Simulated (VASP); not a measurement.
# HfSiO4 (C2/m) in VASP: a series of runs

Runs on HfSiO4. Level: PBE. Tasks: single point.

Program: VASP 6.6.1. These are calculated values, not measurements. Logs are shortened: lines on timing, memory, paths and dates and some standing lists are left out, and cuts for length are marked.

**1. The cell of the first run**

Symmetry: C2/m, No. 12, monoclinic system. The conventional cell has a = 10.376 Å, b = 3.745 Å, c = 7.371 Å, α = 90.00°, β = 111.03°, γ = 90.00°. Within 2.6 Å of Hf (site symmetry m) lie 6 O at 1.99 to 2.17 Å. Within 2.5 Å of O (site symmetry m) lie 2 Si at 1.90 Å and 1 Hf at 2.12 Å and 2 O at 2.37 Å. Within 2.4 Å of O (site symmetry m) lie 1 Si at 1.74 Å and 2 Hf at 2.03 to 2.17 Å and 1 O at 2.38 Å. Within 2.4 Å of O (site symmetry m) lie 1 Si at 1.75 Å and 2 Hf at 1.99 Å and 2 O at 2.37 Å. O (site symmetry m) has 2 Si at 1.77 Å and 1 Hf at 2.07 Å and 2 O at 2.28 to 2.38 Å within 2.4 Å. Within 2.3 Å of Si (site symmetry m) lie 6 O at 1.74 to 1.90 Å.

**2. Single point, PBE**

INCAR

```
PREC = Accurate ; ENCUT = 520
EDIFF = 1E-6 ; ISMEAR = -1
SIGMA = 0.02 ; LREAL = F
LASPH = T ; NELM = 60
ALGO = Normal ; ISIF = 2
LWAVE = F ; LCHARG = F
GGA = PE ; NBANDS = 50
```

KPOINTS

```
Automatic mesh
0
Gamma
  8 8 4
```

POSCAR

```
HfSiO4
1.0
    5.1875320897     -1.8726440613      0.0506656141
    5.1875320897      1.8726440613      0.0506656141
   -2.7119058065      0.0000000000      6.8538669903
Hf O Si
2 8 2
Direct
    0.8523383309      0.8523383309      0.8047613804
    0.1476616691      0.1476616691      0.1952386196
    0.3670207251      0.3670207251      0.3052821142
    0.0762741095      0.0762741095      0.8996849085
    0.9237258905      0.9237258905      0.1003150915
    0.7176266032      0.7176266032      0.2311596962
    0.2823733968      0.2823733968      0.7688403038
    0.0809377700      0.0809377700      0.4287244855
    0.9190622300      0.9190622300      0.5712755145
    0.6329792749      0.6329792749      0.6947178858
    0.8987924915      0.8987924915      0.3220938278
    0.1012075085      0.1012075085      0.6779061722
```

Potentials or basis: VASP PAW PBE potentials, release 64 (Hf_pv, O, Si).

The run is started by

```
> cat potpaw_PBE.64/Hf_pv/POTCAR potpaw_PBE.64/O/POTCAR potpaw_PBE.64/Si/POTCAR > POTCAR
> mpirun -np 1 vasp_std > vasp.out
```

OUTCAR:

```text
PREC = Accurate
   ENCUT = 520
   EDIFF = 1E-6
   ISMEAR = -1
   LREAL = F
   LASPH = T
   NELM = 60
   ISIF = 2
   GGA = PE

 ion  position               nearest neighbor table
   1  0.852  0.852  0.805-   7 1.99   7 1.99   5 2.03   9 2.07  10 2.12   4 2.17  12 3.05  12 3.07
                            12 3.07   2 3.37
   2  0.148  0.148  0.195-   6 1.99   6 1.99   4 2.03   8 2.07   3 2.12   5 2.17  11 3.05  11 3.07
                            11 3.07   1 3.37
   3  0.367  0.367  0.305-  11 1.90  11 1.90   2 2.12
   4  0.076  0.076  0.900-  12 1.74   2 2.03   1 2.17
   5  0.924  0.924  0.100-  11 1.74   1 2.03   2 2.17
   6  0.718  0.718  0.231-  11 1.75   2 1.99   2 1.99
   7  0.282  0.282  0.769-  12 1.75   1 1.99   1 1.99
   8  0.081  0.081  0.429-  11 1.77  12 1.77   2 2.07
   9  0.919  0.919  0.571-  12 1.77  11 1.77   1 2.07
  10  0.633  0.633  0.695-  12 1.90  12 1.90   1 2.12
  11  0.899  0.899  0.322-   5 1.74   6 1.75   8 1.77   9 1.77   3 1.90   3 1.90  12 2.71   2 3.05
                             2 3.07   2 3.07
  12  0.101  0.101  0.678-   4 1.74   7 1.75   9 1.77   8 1.77  10 1.90  10 1.90  11 2.71   1 3.05
                             1 3.07   1 3.07

  LATTYP: Found a base centered monoclinic cell.
 ALAT       =    10.3755590088
 B/A-ratio  =     0.3609721770
 C/A-ratio  =     0.7104083401
 COS(beta)  =    -0.3588225518

  Lattice vectors:

 A1 = (   5.1875320897,  -1.8726440613,   0.0506656141)
 A2 = (   5.1875320897,   1.8726440613,   0.0506656141)
 A3 = (  -2.7119058065,   0.0000000000,   6.8538669903)

Analysis of symmetry for initial positions (statically):
=====================================================================
 Subroutine PRICEL returns:
 Original cell was already a primitive cell.

 Routine SETGRP: Setting up the symmetry group for a
 base centered monoclinic supercell.

 Subroutine GETGRP returns: Found  4 space group operations
 (whereof  4 operations were pure point group operations)
 out of a pool of  4 trial point group operations.

The static configuration has the point symmetry C_2h.

Analysis of symmetry for dynamics (positions and initial velocities):
=====================================================================
 Subroutine PRICEL returns:
 Original cell was already a primitive cell.

 Routine SETGRP: Setting up the symmetry group for a
 base centered monoclinic supercell.

 Subroutine GETGRP returns: Found  4 space group operations
 (whereof  4 operations were pure point group operations)
 out of a pool of  4 trial point group operations.

The dynamic configuration has the point symmetry C_2h.

 Subroutine INISYM returns: Found  4 space group operations
 (whereof  4 operations are pure point group operations),
 and found     1 'primitive' translations

----------------------------------------------------------------------------------------

                                     Primitive cell

  volume of cell :     133.6770

  direct lattice vectors                    reciprocal lattice vectors
     5.187532090 -1.872644061  0.050665614     0.096013902 -0.267002155  0.037990328
     5.187532090  1.872644061  0.050665614     0.096013902  0.267002155  0.037990328
    -2.711905806  0.000000000  6.853866990    -0.001419521  0.000000000  0.145341366

  length of vectors
     5.515419473  5.515419473  7.370883653     0.286272746  0.286272746  0.145348298

  position of ions in fractional coordinates (direct lattice)
     0.852338331  0.852338331  0.804761380
     0.147661669  0.147661669  0.195238620
     0.367020725  0.367020725  0.305282114
     0.076274109  0.076274109  0.899684908
     0.923725891  0.923725891  0.100315092
     0.717626603  0.717626603  0.231159696
     0.282373397  0.282373397  0.768840304
     0.080937770  0.080937770  0.428724485
     0.919062230  0.919062230  0.571275515
     0.632979275  0.632979275  0.694717886
     0.898792491  0.898792491  0.322093828
     0.101207509  0.101207509  0.677906172

  ion indices of the primitive-cell ions
   primitive index   ion index
                 1           1
                 2           2
                 3           3
                 4           4
                 5           5
                 6           6
                 7           7
                 8           8
                 9           9
                10          10
                11          11
                12          12

----------------------------------------------------------------------------------------

 KPOINTS: Automatic mesh

Automatic generation of k-mesh.
 Grid dimensions read from file:
 generate k-points for:    8    8    4

 Generating k-lattice:

  Cartesian coordinates                     Fractional coordinates (reciprocal lattice)
     0.012001738 -0.033375269  0.004748791     0.125000000  0.000000000  0.000000000
     0.012001738  0.033375269  0.004748791     0.000000000  0.125000000  0.000000000
    -0.000354880  0.000000000  0.036335342     0.000000000  0.000000000  0.250000000

  Length of vectors
     0.035784093  0.035784093  0.036337075

  Shift w.r.t. Gamma in fractional coordinates (k-lattice)
     0.000000000  0.000000000  0.000000000

 Subroutine IBZKPT returns following result:
 ===========================================

 Found     78 irreducible k-points:

 Following reciprocal coordinates:
            Coordinates               Weight
  0.000000  0.000000  0.000000      1.000000
  0.125000 -0.000000 -0.000000      4.000000
  0.250000 -0.000000 -0.000000      4.000000
  0.375000 -0.000000 -0.000000      4.000000
  0.500000 -0.000000 -0.000000      2.000000
  0.125000  0.125000 -0.000000      2.000000
[... 16 lines left out ...]
  0.125000 -0.000000  0.250000      4.000000
  0.250000 -0.000000  0.250000      4.000000
 [... further k-points ...]
   k-points           NKPTS =     78   k-points in BZ     NKDIM =     78   number of bands    NBANDS=     50
   number of dos      NEDOS =    301   number of ions     NIONS =     12
   total plane-waves  NPLWV =  98784
   dimension x,y,z NGX =    42 NGY =   42 NGZ =   56
   dimension x,y,z NGXF=    84 NGYF=   84 NGZF=  112
   ions per type =               2   8   2
   NGX,Y,Z   is equivalent  to a cutoff of  12.66, 12.66, 12.63 a.u.
   NGXF,Y,Z  is equivalent  to a cutoff of  25.32, 25.32, 25.26 a.u.
 SYSTEM =  unknown system
   PREC   = accura    normal or accurate (medium, high low for compatibility)
   ISTART =      0    job   : 0-new  1-cont  2-samecut
   ICHARG =      2    charge: 1-file 2-atom 10-const
   ISPIN  =      1    spin polarized calculation?
   LNONCOLLINEAR =      F non collinear calculations
   LSORBIT =      F    spin-orbit coupling
   LASPH  =      T    aspherical Exc in radial PAW
   ENCUT  =  520.0 eV  38.22 Ry    6.18 a.u.  10.26 10.26 13.70*2*pi/ulx,y,z
   NELM   =     60;   NELMIN=  2; NELMDL= -5     # of ELM steps
   EDIFF  = 0.1E-05   stopping-criterion for ELM
   LREAL  =      F    real-space projection
   EDIFFG = 0.1E-04   stopping-criterion for IOM
   NSW    =      0    number of steps for IOM
   IBRION =     -1    ionic relax: 0-MD 1-quasi-New 2-CG
   NFREE  =      0    steps in history (QN), initial steepest desc. (CG)
   ISIF   =      2    stress and relaxation
   ISYM   =      2    0-nonsym 1-usesym 2-fastsym
   POTIM  = 0.5000    time-step for ionic-motion
   TEBEG  =    0.0;   TEEND  =   0.0 temperature during run
   PSTRESS=    0.0 pullay stress
   NELECT =      76.0000    total number of electrons
   NUPDOWN=      -1.0000    fix difference up-down
   EMIN   =  10.00;   EMAX   =-10.00  energy-range for DOS
   EFERMI =   0.00;   METHOD = LEGACY
   ISMEAR =    -1;   SIGMA  =   0.02  broadening in eV -4-tet -1-fermi 0-gaus
   EFERMI_NEDOS =   21; number of points for ismear=-14 and -15
   IALGO  =     38    algorithm
   IMIX   =      4    mixing-type and parameters
     AMIX     =   0.40;   BMIX     =  1.00
     AMIX_MAG =   1.60;   BMIX_MAG =  1.00
  volume/ion in A,a.u.               =      11.14        75.17
  Fermi-wavevector in a.u.,A,eV,Ry     =   1.356210  2.562866 25.025289  1.839307
  Thomas-Fermi vector in A             =   2.483233
   LORBIT       =      0    0 simple, 1 ext, 2 COOP (PROOUT), +10 PAW based schemes
   GGA     = PE    functional components
[... 5 lines left out ...]
 non-spin polarized calculation
  energy-cutoff  :      520.00
  volume of cell :      133.68
 maximum number of plane-waves:      3622
 NGX is ok and might be reduce to    42
   NGX = 21   NGY = 21   NGZ = 27

 number of electron      75.9999996 magnetization

 Free energy of the ion-electron system (eV)
  ---------------------------------------------------
  ext. energy  EPLUGINS =         0.00000000
  ---------------------------------------------------
  free energy    TOTEN  =      -106.26473535 eV

  energy without entropy =     -106.26473535  energy(sigma->0) =     -106.26473535

 E-fermi :   3.9951     XC(G=0): -10.7612

 val. band max:        3.5796751748   @ k =  -0.2500   0.2500   0.5000
 cond. band min:       7.8854782108   @ k =  -0.2500   0.2500   0.0000
 fundamental gap:      4.3058030360
 Fermi energy:         3.9951472207

 k-point     1 :       0.0000    0.0000    0.0000
  band No.  band energies     occupation
      1     -26.1023      2.00000
      2     -26.0091      2.00000
      3     -26.0023      2.00000
      4     -25.9919      2.00000
      5     -25.9592      2.00000
      6     -25.8648      2.00000
[... 42 lines left out ...]
     49      12.1471      0.00000
     50      13.1346      0.00000

 k-point     2 :       0.1250   -0.0000   -0.0000
  band No.  band energies     occupation
      1     -26.1063      2.00000
      2     -26.0451      2.00000
      3     -26.0427      2.00000
      4     -26.0028      2.00000
      5     -25.9538      2.00000
      6     -25.8578      2.00000
[... 42 lines left out ...]
     49      12.2607      0.00000
     50      13.0320      0.00000

 k-point     3 :       0.2500   -0.0000   -0.0000
  band No.  band energies     occupation
      1     -26.1691      2.00000
      2     -26.1503      2.00000
      3     -26.0782      2.00000
      4     -26.0015      2.00000
      5     -25.9470      2.00000
      6     -25.8475      2.00000
[... 42 lines left out ...]
     49      12.5439      0.00000
     50      12.6899      0.00000

 k-point     4 :       0.3750   -0.0000   -0.0000
  band No.  band energies     occupation
      1     -26.2635      2.00000
      2     -26.2499      2.00000
      3     -26.0772      2.00000
      4     -25.9993      2.00000
      5     -25.9415      2.00000
      6     -25.8403      2.00000
[... 999 lines left out ...]
 k-point    23 :       0.1250   -0.0000    0.2500
  band No.  band energies     occupation
      1     -26.1032      2.00000
      2     -26.0443      2.00000
      3     -26.0431      2.00000
      4     -26.0040      2.00000
      5     -25.9538      2.00000
      6     -25.8607      2.00000
[... 42 lines left out ...]
     49      12.6670      0.00000
     50      12.8307      0.00000

 k-point    24 :       0.2500   -0.0000    0.2500
  band No.  band energies     occupation
      1     -26.1684      2.00000
      2     -26.1499      2.00000
      3     -26.0767      2.00000
      4     -26.0026      2.00000
      5     -25.9467      2.00000
      6     -25.8497      2.00000
[... 42 lines left out ...]
     49      12.5021      0.00000
     50      12.9710      0.00000

 [... further k-points ...]

------------------------ aborting loop because EDIFF is reached ----------------------------------------

  FORCE on cell =-STRESS in cart. coord.  units (eV):
  Direction    XX          YY          ZZ          XY          YZ          ZX
  --------------------------------------------------------------------------------------
  -------------------------------------------------------------------------------------
  Total        4.1456418      3.5649022      4.0367774      0.0000000      0.0000000      0.1087882
  in kB       49.6873188     42.7269030     48.3825324      0.0000000      0.0000000      1.3038736
  external PRESSURE =      46.9322514 kB  Pullay stress =       0.0000000 kB

 VOLUME and BASIS-vectors are now :
 -----------------------------------------------------------------------------
  energy-cutoff  :      520.00
  volume of cell :      133.68
      direct lattice vectors                 reciprocal lattice vectors
     5.187532090 -1.872644061  0.050665614     0.096013902 -0.267002155  0.037990328
     5.187532090  1.872644061  0.050665614     0.096013902  0.267002155  0.037990328
    -2.711905806  0.000000000  6.853866990    -0.001419521  0.000000000  0.145341366

 POSITION                                       TOTAL-FORCE (eV/Angst)
 -----------------------------------------------------------------------------------
      6.66063      0.00000      5.60210         0.041597      0.000000      0.033374
      1.00253      0.00000      1.35310        -0.041597      0.000000     -0.033374
      2.97997      0.00000      2.12955        -0.083443      0.000000     -0.041532
     -1.64851      0.00000      6.17405        -0.154724      0.000000      0.263618
      9.31167      0.00000      0.78115         0.154724      0.000000     -0.263618
      6.81854      0.00000      1.65706        -0.236586      0.000000     -0.090536
      0.84462      0.00000      5.29814         0.236586      0.000000      0.090536
     -0.32293      0.00000      2.94662         0.334077      0.000000     -0.157152
      7.98608      0.00000      4.00858        -0.334077      0.000000      0.157152
      4.68319      0.00000      4.82564         0.083443      0.000000      0.041532
      8.45154      0.00000      2.29866        -0.002122      0.000000     -0.017494
     -0.78838      0.00000      4.65653         0.002122      0.000000      0.017494
 -----------------------------------------------------------------------------------
    total drift:                                0.000000      0.000000     -0.000000

  FREE ENERGIE OF THE ION-ELECTRON SYSTEM (eV)
  ---------------------------------------------------
  free  energy   TOTEN  =      -106.2647353462 eV

  energy  without entropy=     -106.2647353462  energy(sigma->0) =     -106.26473535
```

Run time: 11 min. Hardware: 1 thread of Intel Xeon Platinum 8259CL at 2.50GHz (Skylake/Cascade Lake), shared host; peak memory 0.58 GiB.

What came out:

- Free energy: -106.2647 eV
- Pressure: 4.7 GPa
- Largest force: 0.369 eV/Å
- Band gap on the k mesh: 4.31 eV (least direct gap 4.32 eV)

Forces on the atoms (eV/Å):
```
Hf   0.042  0.000  0.033
Hf  -0.042  0.000 -0.033
O   -0.083  0.000 -0.042
O   -0.155  0.000  0.264
O    0.155  0.000 -0.264
O   -0.237  0.000 -0.091
O    0.237  0.000  0.091
O    0.334  0.000 -0.157
O   -0.334  0.000  0.157
O    0.083  0.000  0.042
Si  -0.002  0.000 -0.017
Si   0.002  0.000  0.017
```

Stress tensor (GPa, compression positive):
```
4.97 0.00 0.13
0.00 4.27 0.00
0.13 0.00 4.84
```

Levels at points of the mesh, in eV from the valence-band top:
```
           k point  band 36  band 37  band 38  band 39  band 40  band 41
(0.00, 0.00, 0.00)    -0.98    -0.74    -0.50     4.69     4.89     5.11
(0.50, 0.00, 0.00)    -1.08    -0.21    -0.14     4.35     4.63     5.38
(0.50, 0.50, 0.00)    -0.95    -0.84    -0.30     4.75     5.09     5.50
(0.00, 0.00, 0.50)    -1.10    -0.61    -0.60     4.91     4.98     5.05
(0.50, 0.00, 0.50)    -0.91    -0.32    -0.02     4.41     4.57     5.19
(0.50, 0.50, 0.50)    -1.07    -0.64    -0.54     4.87     4.98     5.01
```

Caveat: the cell stands under pressure; spin-orbit coupling is left out, which moves the levels of the heavy elements. A k mesh can miss the band edges.

**3. Single point, PBE**

This run uses another cell than the first one, of 11.46 Å³/atom.

INCAR

```
PREC     = Accurate       # precision mode
ENCUT    = 520            # plane-wave cutoff, eV
EDIFF    = 1E-7           # SCF threshold, eV
ISMEAR   = -1             # smearing method
SIGMA    = 0.02           # smearing width, eV
LREAL    = F              # projectors in reciprocal space
LASPH    = T              # aspherical terms in the spheres
NELM     = 80             # most SCF steps
ALGO     = Normal         # electronic algorithm
ISIF     = 2              # what is computed and relaxed
LWAVE    = F              # write WAVECAR
LCHARG   = T              # write CHGCAR
GGA      = PE             # functional
LELF     = T              # ELF
LVHAR    = T            
NBANDS   = 50             # bands
```

KPOINTS is that of step 2.

POSCAR

```
HfSiO4
1.0
    5.2434915513     -1.8902205097      0.0560439261
    5.2434915513      1.8902205097      0.0560439261
   -2.7345862438      0.0000000000      6.9083604101
Hf O Si
2 8 2
Direct
    0.8523427661      0.8523427661      0.8050592896
    0.1476572339      0.1476572339      0.1949407104
    0.3652357188      0.3652357188      0.3042786834
    0.0759485191      0.0759485191      0.9000088682
    0.9240514809      0.9240514809      0.0999911318
    0.7174370950      0.7174370950      0.2314293771
    0.2825629050      0.2825629050      0.7685706229
    0.0801631355      0.0801631355      0.4277258863
    0.9198368645      0.9198368645      0.5722741137
    0.6347642812      0.6347642812      0.6957213166
    0.8984854417      0.8984854417      0.3217869435
    0.1015145583      0.1015145583      0.6782130565
```

Potentials or basis: VASP PAW PBE potentials, release 64 (Hf_pv, O, Si).

The run is started by

```
> cat potpaw_PBE.64/Hf_pv/POTCAR potpaw_PBE.64/O/POTCAR potpaw_PBE.64/Si/POTCAR > POTCAR
> mpirun -np 1 vasp_std > vasp.out
```

Wall time 7.8 min (1 thread of Intel Xeon 6975P-C (Granite Rapids), shared host); peak memory 0.58 GiB.

The run converged. Its results:

- Free energy: -106.3145 eV
- Pressure: -1.4 GPa
- Largest force: 0.173 eV/Å
- Band gap on the k mesh: 4.26 eV (least direct gap 4.27 eV)

Forces on the atoms (eV/Å):
```
Hf  -0.013  0.000 -0.010
Hf   0.013  0.000  0.010
O   -0.116  0.000 -0.046
O   -0.117  0.000  0.128
O    0.117  0.000 -0.128
O   -0.124  0.000 -0.052
O    0.124  0.000  0.052
O    0.111  0.000 -0.097
O   -0.111  0.000  0.097
O    0.116  0.000  0.046
Si  -0.026  0.000 -0.016
Si   0.026  0.000  0.016
```

Stress tensor (GPa, compression positive):
```
-1.53  0.00 -0.07
 0.00 -1.32  0.00
-0.07  0.00 -1.25
```

Levels at points of the mesh, in eV from the valence-band top:
| k point | band 34 | band 35 | band 36 | band 37 | band 38 | band 39 | band 40 | band 41 | band 42 | band 43 |
| --- | --- | --- | --- | --- | --- | --- | --- | --- | --- | --- |
| (0.00, 0.00, 0.00) | -1.19 | -1.00 | -0.92 | -0.71 | -0.46 | 4.65 | 4.70 | 5.03 | 5.35 | 6.21 |
| (0.50, 0.00, 0.00) | -1.47 | -1.37 | -1.04 | -0.20 | -0.14 | 4.31 | 4.55 | 5.33 | 5.37 | 6.11 |
| (0.50, 0.50, 0.00) | -1.06 | -0.95 | -0.89 | -0.79 | -0.27 | 4.69 | 5.03 | 5.42 | 5.77 | 6.13 |
| (0.00, 0.00, 0.50) | -1.27 | -1.21 | -1.08 | -0.57 | -0.56 | 4.79 | 4.91 | 4.98 | 5.82 | 6.02 |
| (0.50, 0.00, 0.50) | -1.54 | -1.13 | -0.88 | -0.32 | -0.02 | 4.36 | 4.49 | 5.14 | 5.67 | 5.99 |
| (0.50, 0.50, 0.50) | -1.29 | -1.12 | -1.04 | -0.59 | -0.51 | 4.81 | 4.87 | 4.94 | 5.83 | 6.29 |

Caveat: spin-orbit coupling is left out, which moves the levels of the heavy elements.
